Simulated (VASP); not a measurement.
Runs of VASP 6.6.1 on Sc. The structure is that of space group P6/mmm (No. 191), or close to it. The cells are those of the table. 

```tsv
task	cell	k mesh	cutoff (eV)	gap on the mesh (eV)	pressure (GPa)
relaxation of cell and atoms	relaxed from a = 5.476, b = 5.476, c = 3.357 Å, angles 90.0, 90.0, 120.0°, 3 atoms	6 × 6 × 6	600	none	0.0
single point	a = 5.476, b = 5.476, c = 3.357 Å, angles 90.0, 90.0, 120.0°, 3 atoms	6 × 6 × 6	520	none	(a)
single point	a = 5.121, b = 5.121, c = 3.233 Å, angles 90.0, 90.0, 120.0°, 3 atoms	12 × 12 × 14	520	none	0.1
single point	a = 5.127, b = 5.127, c = 3.230 Å, angles 90.0, 90.0, 120.0°, 3 atoms	6 × 6 × 6	520	none	0.0
```

Alike in all rows: level PBE; potentials or basis VASP PAW PBE potentials, release 64 (Sc_sv); no spin polarisation; smearing gaussian 0.1 eV.

Question: Estimate the missing entries.

Answer: (a) -6.7.

A gap of «none» marks levels without a gap at the run's occupations.
